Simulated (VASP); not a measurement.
A run of VASP 6.6.1 is set up as follows.

INCAR

```
SYSTEM = Na11S7
PREC = Accurate
ENCUT = 400
EDIFF = 1E-6
ISMEAR = 0
SIGMA = 0.01
LREAL = .FALSE.
LASPH = .TRUE.
NELM = 120
ALGO = Normal
ISIF = 2
LWAVE = .FALSE.
LCHARG = .TRUE.
GGA = PE
LELF = .TRUE.
LVHAR = .TRUE.
NBANDS = 74
NELECT = 118.0
GGA_COMPAT = .FALSE.
```

The input KPOINTS:

```
Automatic mesh
0
G
  3 3 3
  0 0 0
```

Contents of POSCAR:

```
Na11S7
1.0
   -6.5672503468     -3.2836251734     -3.2836251734
   -3.2836251734     -6.5672503468      3.2836251734
   -6.5672503468      3.2836251734      3.2836251734
S Na
7 11
Direct
    0.2970543813      0.6666666667      0.2051717168
    0.5723398653      0.6666666667      0.0652275599
    0.3214544417      0.2991196274     -0.0261437153
   -0.0460925976      0.0342137059     -0.0261437153
    0.8444482066      0.3419074618      0.4907341116
    0.5196890017      0.9914258715      0.4907341116
    0.2046648618      0.6666666667      0.4880937775
    0.9438554833      0.3334634241      0.1137007315
    0.6106522408     -0.0001300908      0.1137007315
    0.4823434860      0.3007013230      0.6141442136
    0.1163781424      1.0326320103      0.6141442136
    0.8185595121      0.6666666667      0.6064362140
    0.5623994330      0.6666666667      0.4073474513
    0.2309250548      0.3260392420      0.3363371030
    0.8902976300      0.0072940914      0.3363371030
    0.6629257030      0.3442110332      0.8719481274
    0.3404700695     -0.0108776999      0.8719481274
    0.1276350845      0.6666666667      0.9262821370
```

Potentials or basis: VASP PAW PBE potentials, release 64 (S, Na_pv).

Command:

```sh
$ cat potpaw_PBE.64/S/POTCAR potpaw_PBE.64/Na_pv/POTCAR > POTCAR
$ mpirun -np 1 vasp_std > vasp.out
```

Question: Predict the largest force.

Answer: 0.076 eV/Å.

Forces on the atoms (eV/Å):
```
S   -0.055 -0.006 -0.006
S    0.026  0.050  0.050
S   -0.002  0.003 -0.007
S   -0.002 -0.007  0.003
S    0.001  0.006  0.002
S    0.001  0.002  0.006
S    0.040 -0.046 -0.046
Na   0.001 -0.001  0.005
Na   0.001  0.005 -0.001
Na   0.000 -0.005  0.002
Na   0.000  0.002 -0.005
Na  -0.009  0.000  0.000
Na   0.015 -0.001 -0.001
Na   0.002 -0.006  0.001
Na   0.002  0.001 -0.006
Na  -0.006 -0.001  0.002
Na  -0.006  0.002 -0.001
Na  -0.010  0.001  0.001
```

Caveat: the cell carries a net charge on a neutralising background, which shifts energy and pressure.
